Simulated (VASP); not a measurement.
# Ir (P6_3/mmc) in VASP: a series of runs

The runs below take Ir through single point, with PBE.

Program: VASP 6.6.1. These are calculated values, not measurements. Logs are shortened: lines on timing, memory, paths and dates and some standing lists are left out, and cuts for length are marked.

## 1. The cell of the first run

Symmetry: P6_3/mmc, No. 194, hexagonal system. The conventional cell has a = 2.940 Å, b = 2.940 Å, c = 4.304 Å, α = 90.00°, β = 90.00°, γ = 120.00°. Ir (site symmetry -6m2) has 12 Ir at 2.74 to 2.94 Å within 3.6 Å.

## 2. Single point, PBE

Contents of INCAR:

```
PREC = Accurate
ENCUT = 520
EDIFF = 1E-6
ISMEAR = 0
SIGMA = 0.15
LREAL = F
LASPH = T
NELM = 60
ALGO = Normal
ISIF = 2
LWAVE = F
LCHARG = F
GGA = PE
NBANDS = 16
```

Contents of KPOINTS:

```
Automatic mesh
0
Gamma
  18 18 10
```

Contents of POSCAR:

```
Ir
1.0
    2.9402000000      0.0000000000      0.0000000000
   -1.4701000000      2.5462878922      0.0000000000
    0.0000000000      0.0000000000      4.3045000000
Ir
2
Direct
    0.6666666667      0.3333333333      0.7500000000
    0.3333333333      0.6666666667      0.2500000000
```

Potentials or basis: VASP PAW PBE potentials, release 64 (Ir).

Command:

```
> cat potpaw_PBE.64/Ir/POTCAR > POTCAR
> mpirun -np 1 vasp_std > vasp.out
```

OUTCAR:

```text
PREC = Accurate
   ENCUT = 520
   EDIFF = 1E-6
   ISMEAR = 0
   LREAL = F
   LASPH = T
   NELM = 60
   ISIF = 2
   GGA = PE

 ion  position               nearest neighbor table
   1  0.667  0.333  0.750-   2 2.74   2 2.74   2 2.74   2 2.74   2 2.74   2 2.74
   2  0.333  0.667  0.250-   1 2.74   1 2.74   1 2.74   1 2.74   1 2.74   1 2.74

  LATTYP: Found a hexagonal cell.
 ALAT       =     2.9402000000
 C/A-ratio  =     1.4640160533

  Lattice vectors:

 A1 = (   2.9402000000,   0.0000000000,   0.0000000000)
 A2 = (  -1.4701000000,   2.5462878922,   0.0000000000)
 A3 = (   0.0000000000,   0.0000000000,   4.3045000000)

Analysis of symmetry for initial positions (statically):
=====================================================================
 Subroutine PRICEL returns:
 Original cell was already a primitive cell.

 Routine SETGRP: Setting up the symmetry group for a
 hexagonal supercell.

 Subroutine GETGRP returns: Found 24 space group operations
 (whereof 12 operations were pure point group operations)
 out of a pool of 24 trial point group operations.

The static configuration has the point symmetry D_3d.
 The point group associated with its full space group is D_6h.

Analysis of symmetry for dynamics (positions and initial velocities):
=====================================================================
 Subroutine PRICEL returns:
 Original cell was already a primitive cell.

 Routine SETGRP: Setting up the symmetry group for a
 hexagonal supercell.

 Subroutine GETGRP returns: Found 24 space group operations
 (whereof 12 operations were pure point group operations)
 out of a pool of 24 trial point group operations.

The dynamic configuration has the point symmetry D_3d.
 The point group associated with its full space group is D_6h.

 Subroutine INISYM returns: Found 24 space group operations
 (whereof 12 operations are pure point group operations),
 and found     1 'primitive' translations

----------------------------------------------------------------------------------------

                                     Primitive cell

  volume of cell :      32.2261

  direct lattice vectors                    reciprocal lattice vectors
     2.940200000  0.000000000  0.000000000     0.340112917  0.196364284  0.000000000
    -1.470100000  2.546287892  0.000000000     0.000000000  0.392728569  0.000000000
     0.000000000  0.000000000  4.304500000     0.000000000  0.000000000  0.232315019

  length of vectors
     2.940200000  2.940200000  4.304500000     0.392728569  0.392728569  0.232315019

  position of ions in fractional coordinates (direct lattice)
     0.666666667  0.333333333  0.750000000
     0.333333333  0.666666667  0.250000000

  ion indices of the primitive-cell ions
   primitive index   ion index
                 1           1
                 2           2

----------------------------------------------------------------------------------------

 KPOINTS: Automatic mesh

Automatic generation of k-mesh.
 Grid dimensions read from file:
 generate k-points for:   18   18   10

 Generating k-lattice:

  Cartesian coordinates                     Fractional coordinates (reciprocal lattice)
     0.018895162  0.010909127  0.000000000     0.055555556  0.000000000  0.000000000
     0.000000000  0.021818254  0.000000000     0.000000000  0.055555556  0.000000000
     0.000000000  0.000000000  0.023231502     0.000000000  0.000000000  0.100000000

  Length of vectors
     0.021818254  0.021818254  0.023231502

  Shift w.r.t. Gamma in fractional coordinates (k-lattice)
     0.000000000  0.000000000  0.000000000

 Subroutine IBZKPT returns following result:
 ===========================================

 Found    222 irreducible k-points:

 Following reciprocal coordinates:
            Coordinates               Weight
  0.000000  0.000000  0.000000      1.000000
  0.055556 -0.000000  0.000000      6.000000
  0.111111 -0.000000  0.000000      6.000000
  0.166667  0.000000  0.000000      6.000000
  0.222222  0.000000  0.000000      6.000000
  0.277778  0.000000  0.000000      6.000000
[... 16 lines left out ...]
  0.333333  0.111111  0.000000     12.000000
  0.388889  0.111111  0.000000     12.000000
 [... further k-points ...]
   k-points           NKPTS =    222   k-points in BZ     NKDIM =    222   number of bands    NBANDS=     16
   number of dos      NEDOS =    301   number of ions     NIONS =      2
   total plane-waves  NPLWV =  18432
   dimension x,y,z NGX =    24 NGY =   24 NGZ =   32
   dimension x,y,z NGXF=    48 NGYF=   48 NGZF=   64
   ions per type =               2
   NGX,Y,Z   is equivalent  to a cutoff of  13.57, 13.57, 12.36 a.u.
   NGXF,Y,Z  is equivalent  to a cutoff of  27.14, 27.14, 24.72 a.u.
 SYSTEM =  unknown system
   PREC   = accura    normal or accurate (medium, high low for compatibility)
   ISTART =      0    job   : 0-new  1-cont  2-samecut
   ICHARG =      2    charge: 1-file 2-atom 10-const
[... 111 lines left out ...]
  band No.  band energies     occupation
      1      -0.0574      2.00000
      2       2.4989      2.00000
      3       4.2229      2.00000
      4       4.3907      2.00000
      5       5.0484      2.00000
      6       5.6002      2.00000
[... 8 lines left out ...]
     15      22.6688      0.00000
     16      24.9343      0.00000

 k-point     6 :       0.2778    0.0000    0.0000
  band No.  band energies     occupation
      1       0.5978      2.00000
      2       2.5781      2.00000
      3       3.8445      2.00000
      4       4.2169      2.00000
      5       4.8199      2.00000
      6       5.6735      2.00000
[... 8 lines left out ...]
     15      21.3337      0.00000
     16      24.0201      0.00000

 k-point     7 :       0.3333    0.0000    0.0000
  band No.  band energies     occupation
      1       1.2166      2.00000
      2       2.4833      2.00000
      3       3.3862      2.00000
      4       4.4049      2.00000
      5       4.6233      2.00000
      6       5.9064      2.00000
[... 8 lines left out ...]
     15      20.1095      0.00000
     16      23.2846      0.00000

 k-point     8 :       0.3889    0.0000    0.0000
  band No.  band energies     occupation
      1       1.6819      2.00000
      2       2.3366      2.00000
      3       3.0457      2.00000
      4       4.4735      2.00000
      5       4.7197      2.00000
      6       5.9700      2.00000
[... 8 lines left out ...]
     15      19.0868      0.00000
     16      21.2576      0.00000

 k-point     9 :       0.4444    0.0000    0.0000
  band No.  band energies     occupation
      1       1.9446      2.00000
      2       2.2180      2.00000
      3       2.8370      2.00000
      4       4.3801      2.00000
      5       5.0519      2.00000
      6       5.9273      2.00000
[... 8 lines left out ...]
     15      18.3857      0.00000
     16      19.7114      0.00000
[... 172 lines left out ...]
 k-point    19 :       0.1111    0.1111    0.0000
  band No.  band energies     occupation
      1      -0.3801      2.00000
      2       2.4145      2.00000
      3       4.2305      2.00000
      4       4.7206      2.00000
      5       5.1427      2.00000
      6       5.6187      2.00000
[... 8 lines left out ...]
     15      21.9727      0.00000
     16      25.4851      0.00000

 k-point    20 :       0.1667    0.1111    0.0000
  band No.  band energies     occupation
      1       0.1963      2.00000
      2       2.6814      2.00000
      3       3.9817      2.00000
      4       4.2006      2.00000
      5       4.9435      2.00000
      6       5.5826      2.00000
[... 8 lines left out ...]
     15      20.9177      0.00000
     16      24.7987      0.00000

 k-point    21 :       0.2222    0.1111    0.0000
  band No.  band energies     occupation
      1       0.8439      2.00000
      2       2.7973      2.00000
      3       3.7007      2.00000
      4       3.9099      2.00000
      5       4.7659      2.00000
      6       5.6678      2.00000
[... 8 lines left out ...]
     15      19.7775      0.00000
     16      24.0228      0.00000

 k-point    22 :       0.2778    0.1111    0.0000
  band No.  band energies     occupation
      1       1.4615      2.00000
      2       2.7123      2.00000
      3       3.2788      2.00000
      4       4.0725      2.00000
      5       4.6201      2.00000
      6       5.9003      2.00000
[... 8 lines left out ...]
     15      18.6476      0.00000
     16      23.3875      0.00000

 k-point    23 :       0.3333    0.1111    0.0000
  band No.  band energies     occupation
      1       1.9250      2.00000
      2       2.5643      2.00000
      3       2.9632      2.00000
      4       4.3827      2.00000
      5       4.5128      2.00000
      6       5.8598      2.00000
[... 8 lines left out ...]
     15      17.8625      0.00000
     16      22.0025      0.00000

 k-point    24 :       0.3889    0.1111    0.0000
  band No.  band energies     occupation
      1       2.1771      2.00000
      2       2.4502      2.00000
      3       2.7690      2.00000
      4       4.4475      2.00000
      5       4.7115      2.00000
      6       5.7948      2.00000
[... 8 lines left out ...]
     15      18.7724      0.00000
     16      20.6126      0.00000

 [... further k-points ...]
[... 5 lines left out ...]
  --------------------------------------------------------------------------------------
  -------------------------------------------------------------------------------------
  Total       -5.7959610     -5.7959610     -2.3275875     -0.0000000      0.0000000      0.0000000
  in kB     -288.1568496   -288.1568496   -115.7202911     -0.0000000      0.0000000      0.0000000
  external PRESSURE =    -230.6779967 kB  Pullay stress =       0.0000000 kB

 VOLUME and BASIS-vectors are now :
 -----------------------------------------------------------------------------
  energy-cutoff  :      520.00
  volume of cell :       32.23
      direct lattice vectors                 reciprocal lattice vectors
     2.940200000  0.000000000  0.000000000     0.340112917  0.196364284  0.000000000
    -1.470100000  2.546287892  0.000000000     0.000000000  0.392728569  0.000000000
     0.000000000  0.000000000  4.304500000     0.000000000  0.000000000  0.232315019

 POSITION                                       TOTAL-FORCE (eV/Angst)
 -----------------------------------------------------------------------------------
      1.47010      0.84876      3.22837        -0.000000      0.000000      0.000000
     -0.00000      1.69753      1.07612         0.000000     -0.000000      0.000000
 -----------------------------------------------------------------------------------
    total drift:                               -0.000000      0.000000     -0.000000

  FREE ENERGIE OF THE ION-ELECTRON SYSTEM (eV)
  ---------------------------------------------------
  free  energy   TOTEN  =       -17.1595512086 eV

  energy  without entropy=      -17.1185341798  energy(sigma->0) =      -17.13904269
```

It took 27 s on 1 thread of Intel Xeon 6975P-C (Granite Rapids), shared host; peak memory 0.22 GiB.

What came out:

| Property | Result |
| --- | --- |
| Free energy | -17.1596 eV |
| Pressure | -23.1 GPa |
| Band gap on the k mesh | zero (band 9 reaches 8.95 eV, above the bottom of band 10 at 6.71 eV) |

Stress tensor (GPa, compression positive):
```
-28.82   0.00   0.00
  0.00 -28.82   0.00
  0.00   0.00 -11.57
```

Levels at points of the mesh, in eV from the Fermi level:
```
           k point  band 7  band 8  band 9  band 10  band 11  band 12
(0.00, 0.00, 0.00)   -2.49   -2.49   -2.41     0.19     0.19     0.51
(0.50, 0.00, 0.00)   -1.92   -0.04    0.52     1.11     2.11     3.18
(0.00, 0.00, 0.50)   -3.29   -3.29   -0.32    -0.32    -0.32    -0.32
(0.50, 0.00, 0.50)   -0.81   -0.81    0.33     0.33     1.67     1.67
```

Caveat: spin-orbit coupling is left out, which moves the levels of the heavy elements.

## 3. Single point, PBE

This run uses another cell than the first one, of 16.21 Å³/atom, 1.006 times its volume.

Edit INCAR of step 2 so:

```diff
@@ -7,3 +7,3 @@
 LASPH = T
-NELM = 60
+NELM = 100
 ALGO = Normal
```

KPOINTS is that of step 2.

Contents of POSCAR:

```
Ir
1.0
    2.8760000000      0.0000000000      0.0000000000
   -1.4380000000      2.4906890613      0.0000000000
    0.0000000000      0.0000000000      4.5272000000
Ir
2
Direct
    0.6666666667      0.3333333333      0.7500000000
    0.3333333333      0.6666666667      0.2500000000
```

Potentials or basis: VASP PAW PBE potentials, release 64 (Ir).

Command:

```
> cat potpaw_PBE.64/Ir/POTCAR > POTCAR
> mpirun -np 1 vasp_std > vasp.out
```

Wall time 31 s (1 thread of Intel Xeon 6975P-C (Granite Rapids), shared host); peak memory 0.23 GiB.

It converged, with:

```yaml
Free_energy: -17.2429 eV
Pressure: -27.4 GPa
Band_gap_on_the_k_mesh: zero (band 9 reaches 9.05 eV, above the bottom of band 10 at 6.39 eV)
```

Stress tensor (GPa, compression positive):
```
-29.18   0.00   0.00
  0.00 -29.18   0.00
  0.00   0.00 -23.70
```

Levels at points of the mesh, in eV from the Fermi level:
| k point | band 6 | band 7 | band 8 | band 9 | band 10 | band 11 | band 12 | band 13 |
| --- | --- | --- | --- | --- | --- | --- | --- | --- |
| (0.00, 0.00, 0.00) | -2.56 | -2.56 | -2.16 | -2.16 | -0.18 | 0.19 | 0.19 | 6.26 |
| (0.50, 0.00, 0.00) | -2.79 | -2.30 | 0.36 | 0.74 | 0.83 | 2.38 | 3.58 | 7.62 |
| (0.00, 0.00, 0.50) | -3.31 | -3.31 | -3.31 | -0.42 | -0.42 | -0.42 | -0.42 | 13.49 |
| (0.50, 0.00, 0.50) | -1.84 | -0.73 | -0.73 | 0.60 | 0.60 | 1.79 | 1.79 | 6.41 |

Caveat: spin-orbit coupling is left out, which moves the levels of the heavy elements.

## 4. Single point, PBE

This run uses another cell than the first one, of 16.36 Å³/atom, 1.015 times its volume.

Contents of INCAR:

```
SYSTEM = Ir
PREC = Accurate
ENCUT = 520
EDIFF = 1E-6
ISMEAR = 0
SIGMA = 0.15
LREAL = .False.
LASPH = .True.
NELM = 100
ALGO = Normal
ISIF = 2
LWAVE = .False.
LCHARG = .False.
GGA = PE
NBANDS = 16
```

Contents of KPOINTS:

```
regular mesh
0
Gamma
  18 18 10
  0 0 0
```

Contents of POSCAR:

```
Ir
1.0
    2.8028000000      0.0000000000      0.0000000000
   -1.4014000000      2.4272960017      0.0000000000
    0.0000000000      0.0000000000      4.8092000000
Ir
2
Direct
    0.6666666667      0.3333333333      0.7500000000
    0.3333333333      0.6666666667      0.2500000000
```

Command:

```
> cat potpaw_PBE.64/Ir/POTCAR > POTCAR
> mpirun -np 1 vasp_std > vasp.out
```

It took 31 s on 1 thread of Intel Xeon 6975P-C (Granite Rapids), shared host; peak memory 0.23 GiB.

Results (log left out):

* Free energy: -17.1544 eV
* Pressure: -28.5 GPa
* Band gap on the k mesh: zero (band 9 reaches 9.11 eV, above the bottom of band 10 at 6.23 eV)

Stress tensor (GPa, compression positive):
```
-24.78   0.00   0.00
  0.00 -24.78   0.00
  0.00   0.00 -35.97
```

Levels at points of the mesh, in eV from the Fermi level:
```tsv
k point	band 5	band 6	band 7	band 8	band 9	band 10	band 11	band 12	band 13	band 14
(0.00, 0.00, 0.00)	-2.99	-2.58	-2.58	-1.45	-1.45	-0.78	0.30	0.30	5.18	14.78
(0.50, 0.00, 0.00)	-2.85	-2.57	-2.51	0.60	0.90	1.13	2.64	4.01	7.34	8.86
(0.00, 0.00, 0.50)	-3.00	-3.00	-3.00	-3.00	-0.30	-0.30	-0.30	-0.30	12.11	12.11
(0.50, 0.00, 0.50)	-1.43	-1.43	-0.58	-0.58	1.03	1.03	1.87	1.87	6.70	6.70
```

Caveat: spin-orbit coupling is left out, which moves the levels of the heavy elements.

## 5. Single point, PBE

This run uses another cell than the first one, of 16.27 Å³/atom, 1.010 times its volume.

Contents of INCAR:

```
PREC = Accurate
ENCUT = 520
EDIFF = 1E-6
ISMEAR = 0
SIGMA = 0.15
LREAL = F
LASPH = T
NELM = 80
ALGO = Normal
ISIF = 2
LWAVE = F
LCHARG = F
GGA = PE
NBANDS = 16
```

Contents of KPOINTS:

```
Automatic mesh
0
Gamma
  18 18 10
```

Contents of POSCAR:

```
Ir
1.0
    2.8302000000      0.0000000000      0.0000000000
   -1.4151000000      2.4510250978      0.0000000000
    0.0000000000      0.0000000000      4.6905000000
Ir
2
Direct
    0.6666666667      0.3333333333      0.7500000000
    0.3333333333      0.6666666667      0.2500000000
```

Command:

```
> cat potpaw_PBE.64/Ir/POTCAR > POTCAR
> mpirun -np 1 vasp_std > vasp.out
```

Run time: 31 s. Hardware: 1 thread of Intel Xeon 6975P-C (Granite Rapids), shared host; peak memory 0.23 GiB.

It converged, with:

```yaml
Free_energy: -17.2247 eV
Pressure: -28.3 GPa
Band_gap_on_the_k_mesh: zero (band 9 reaches 9.05 eV, above the bottom of band 10 at 6.32 eV)
```

Stress tensor (GPa, compression positive):
```
-26.60   0.00   0.00
  0.00 -26.60   0.00
  0.00   0.00 -31.63
```

Levels at points of the mesh, in eV from the Fermi level:
```csv
k point,band 6,band 7,band 8,band 9,band 10,band 11,band 12,band 13
"(0.00, 0.00, 0.00)",-2.58,-2.58,-1.75,-1.75,-0.57,0.24,0.24,5.61
"(0.50, 0.00, 0.00)",-2.70,-2.50,0.68,0.68,0.96,2.55,3.86,7.41
"(0.00, 0.00, 0.50)",-3.12,-3.12,-3.12,-0.38,-0.38,-0.38,-0.38,12.80
"(0.50, 0.00, 0.50)",-1.60,-0.65,-0.65,0.85,0.85,1.85,1.85,6.57
```

Caveat: spin-orbit coupling is left out, which moves the levels of the heavy elements.

## 6. Single point, PBE

This run uses another cell than the first one, of 16.39 Å³/atom, 1.017 times its volume.

Contents of INCAR:

```
SYSTEM = Ir
  ALGO = Normal
  EDIFF = 1E-6
  ENCUT = 520
  GGA = PE
  ISIF = 2
  ISMEAR = 0
  LASPH = .TRUE.
  LCHARG = .FALSE.
  LREAL = .FALSE.
  LWAVE = .FALSE.
  NBANDS = 16
  NELM = 60
  PREC = Accurate
  SIGMA = 0.15
```

Contents of KPOINTS:

```
k-points
0
G
  18 18 10
  0 0 0
```

Contents of POSCAR:

```
Ir
1.0
    2.9402000000      0.0000000000      0.0000000000
   -1.4701000000      2.5462878922      0.0000000000
    0.0000000000      0.0000000000      4.3787000000
Ir
2
Direct
    0.6666666667      0.3333333333      0.7500000000
    0.3333333333      0.6666666667      0.2500000000
```

Potentials or basis: VASP PAW PBE potentials, release 64 (Ir).

Command:

```
> cat potpaw_PBE.64/Ir/POTCAR > POTCAR
> mpirun -np 1 vasp_std > vasp.out
```

Wall time 32 s (1 thread of Intel Xeon 6975P-C (Granite Rapids), shared host); peak memory 0.23 GiB.

The run converged. Its results:

```
Free energy            : -17.1077 eV
Pressure               : -27.3 GPa
Band gap on the k mesh : zero (band 9 reaches 8.71 eV, above the bottom of band 10 at 6.40 eV)
```

Stress tensor (GPa, compression positive):
```
-31.82   0.00   0.00
  0.00 -31.82   0.00
  0.00   0.00 -18.30
```

Levels at points of the mesh, in eV from the Fermi level:
```
           k point  band 7  band 8  band 9  band 10  band 11  band 12
(0.00, 0.00, 0.00)   -2.49   -2.45   -2.45     0.18     0.18     0.36
(0.50, 0.00, 0.00)   -1.97    0.04    0.55     1.01     2.13     3.21
(0.00, 0.00, 0.50)   -3.27   -3.27   -0.35    -0.35    -0.35    -0.35
(0.50, 0.00, 0.50)   -0.76   -0.76    0.37     0.37     1.69     1.69
```

Caveat: spin-orbit coupling is left out, which moves the levels of the heavy elements.

## 7. Overview

```tsv
cell	gap on the mesh (eV)	pressure (GPa)
a = 2.940, b = 2.940, c = 4.304 Å, angles 90.0, 90.0, 120.0°, 2 atoms	none	-23.1
a = 2.876, b = 2.876, c = 4.527 Å, angles 90.0, 90.0, 120.0°, 2 atoms	none	-27.4
a = 2.803, b = 2.803, c = 4.809 Å, angles 90.0, 90.0, 120.0°, 2 atoms	none	-28.5
a = 2.830, b = 2.830, c = 4.691 Å, angles 90.0, 90.0, 120.0°, 2 atoms	none	-28.3
a = 2.940, b = 2.940, c = 4.379 Å, angles 90.0, 90.0, 120.0°, 2 atoms	none	-27.3
```

Alike in all rows: task single point; level PBE; potentials or basis VASP PAW PBE potentials, release 64 (Ir); no spin polarisation; k mesh 18 × 18 × 10; cutoff (eV) 520; smearing gaussian 0.15 eV.

Caveats: spin-orbit coupling is left out, which moves the levels of the heavy elements.

Total energies depend on the potentials used, so only differences within one code and one set of settings carry meaning.
